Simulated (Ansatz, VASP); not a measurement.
Sb in VASP and in Ansatz

Contents of INCAR:

```
  PREC = Accurate
  ENCUT = 520
  EDIFF = 1E-6
  ISMEAR = 0
  SIGMA = 0.05
  LREAL = F
  LASPH = T
  NELM = 60
  ALGO = Normal
  ISIF = 2
  LWAVE = F
  LCHARG = F
  GGA = PE
  NBANDS = 12
```

File KPOINTS:

```
regular mesh
0
Gamma
  9 9 5
```

The input POSCAR:

```
Sb
1.0
    3.3545324186      0.0000000000      0.0000000000
   -1.6772662093      2.9051102923      0.0000000000
    0.0000000000      0.0000000000      5.4701606500
Sb
2
Direct
    0.6666666667      0.3333333333      0.7500000000
    0.3333333333      0.6666666667      0.2500000000
```

Contents of input.yaml:

```yaml
crystal:
  lattice:
    - [3.3545324186, 0.0, 0.0]
    - [-1.6772662093, 2.9051102923, 0.0]
    - [0.0, 0.0, 5.47016065]
  atoms:
    - { symbol: Sb, position: [0.6666666667, 0.3333333333, 0.75] }
    - { symbol: Sb, position: [0.3333333333, 0.6666666667, 0.25] }
kpoints:
  mp_grid: { grid: [9, 9, 5] }
scf:
  occupations: { method: gaussian, width: 0.05 }
hamiltonian:
  xc: pbe
  pseudopotentials: { kind: all_electron, lapw: { basis_error: 0.001 } }
output:
  forces: true
  stress: true
  eigenvalues: true
```

Alike in both runs: task single point; functional PBE; k mesh 9 × 9 × 5; occupations gaussian, width 0.05 eV; no spin polarisation.

```csv
,VASP,Ansatz
version,VASP 6.6.1,Ansatz 0.2.0
potentials or method,"VASP PAW PBE potentials, release 64 (Sb), cutoff 520 eV","all-electron LAPW, scalar-relativistic"
```

|  | VASP | Ansatz | Ansatz less VASP |
| --- | --- | --- | --- |
| gap on the k mesh at the Fermi level (eV) | none | none | - |
| pressure (GPa) | 1.3 | 1.5 | +0.15 |
| traceless stress, the component that is largest in VASP (GPa) | 0.17 | 0.17 | -0.003 |

A gap of «none» marks a metal or a gap that the smearing closes. Ansatz ran all-electron here, and VASP with PAW potentials.

Spin-orbit coupling is off throughout.
